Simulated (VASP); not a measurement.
Runs of VASP 6.6.1 on VCo. The structure is that of space group Pm-3m (No. 221), or close to it. The cells are those of the table. 

| cell | gap on the mesh (eV) | pressure (GPa) | moment (μB) |
| --- | --- | --- | --- |
| a = 2.890 Å, 2 atoms | none | -15.2 | 1.45 |
| a = 2.851 Å, 2 atoms | none | (b) | (a) |
| a = 3.002 Å, 2 atoms | none | -30.2 | 1.75 |
| a = 2.811 Å, 2 atoms | none | 2.0 | 0.91 |
| a = 2.928 Å, 2 atoms | none | -21.3 | 1.60 |

Alike in all rows: task single point; level LDA; potentials or basis VASP PAW LDA potentials, release 64 (V_sv, Co); spin collinear, ferromagnetic start; k mesh 10 × 10 × 10; cutoff (eV) 520; smearing fermi-dirac 0.1 eV.

Q: Estimate the missing entries.

A: (a) 1.23; (b) -7.6.

Caveats: the cell stands under tension (at least some runs).

A gap of «none» marks levels without a gap at the run's occupations.
